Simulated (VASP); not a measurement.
Hf: single point with LDA

Crystal: Hf.

```
CELL_PARAMETERS angstrom
3.15350 0.00000 0.00000
-1.57675 2.73101 0.00000
0.00000 0.00000 4.98944
ATOMIC_POSITIONS crystal
Hf 0.33333 0.66667 0.25000
Hf 0.66667 0.33333 0.75000
```

| Quantity | Value |
| --- | --- |
| Program | VASP 6.6.1 |
| Task | single point |
| Functional | LDA |
| Potentials or basis | VASP PAW LDA potentials, release 64 (Hf_pv) |
| Cutoff | 520 eV |
| k mesh | 8 × 8 × 5 |
| Occupations | methfessel-paxton, width 0.1 eV |
| Spin | no spin polarisation |
| Dipole correction | no |
| Further INCAR settings | ALGO = Normal; EDIFF = 1e-07; NBANDS = 17 |

```yaml
Pressure: -3.2 GPa
Band_gap_on_the_k_mesh: zero (band 10 reaches 6.20 eV, above the bottom of band 11 at 4.78 eV)
```

Stress tensor (GPa, compression positive):
```
-3.30  0.00  0.00
 0.00 -3.30  0.00
 0.00  0.00 -3.03
```

Levels at points of the mesh, in eV from the Fermi level:
```csv
k point,band 6,band 7,band 8,band 9,band 10,band 11,band 12,band 13,band 14,band 15
"(0.00, 0.00, 0.00)",-29.99,-7.54,-3.92,0.86,1.03,1.03,1.32,1.89,1.89,2.53
"(0.50, 0.00, 0.00)",-30.10,-3.48,-2.99,-2.45,-0.72,0.61,0.83,1.64,5.98,6.52
```

It took 6.3 s on 1 thread of Intel(R) Xeon(R) 6975P-C (Granite Rapids), with other jobs on the host, peak memory 0.14 GiB.

Caveat: spin-orbit coupling is left out, which moves the levels of the heavy elements.
